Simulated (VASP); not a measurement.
A run of VASP 6.6.1:

INCAR

```
  PREC = Accurate
  ENCUT = 520
  EDIFF = 1E-6
  ISMEAR = 0
  SIGMA = 0.15
  LREAL = F
  LASPH = T
  NELM = 80
  ALGO = Normal
  ISIF = 2
  LWAVE = F
  LCHARG = F
  GGA = PS
  NBANDS = 11
```

File KPOINTS:

```
regular mesh
0
Gamma
  20 20 20
```

File POSCAR:

```
Pd
1.0
    0.0000000000      2.0421450000      1.9449000000
    2.0421450000      0.0000000000      1.9449000000
    2.0421450000      2.0421450000      0.0000000000
Pd
1
Direct
    0.0000000000      0.0000000000      0.0000000000
```

Potentials or basis: VASP PAW PBE potentials, release 64 (Pd).

Launch:

```sh
$ cat potpaw_PBE.64/Pd/POTCAR > POTCAR
$ mpirun -np 1 vasp_std > vasp.out
```

Hardware: 1 thread of Intel Xeon 8259CL, with other jobs on the host.

Task: How long does it take, and how much memory?

Result: Wall time 2.5 min on 1 thread of Intel Xeon 8259CL (shared host), peak memory 0.24 GiB. Counts: scf iterations 11, k points 641.
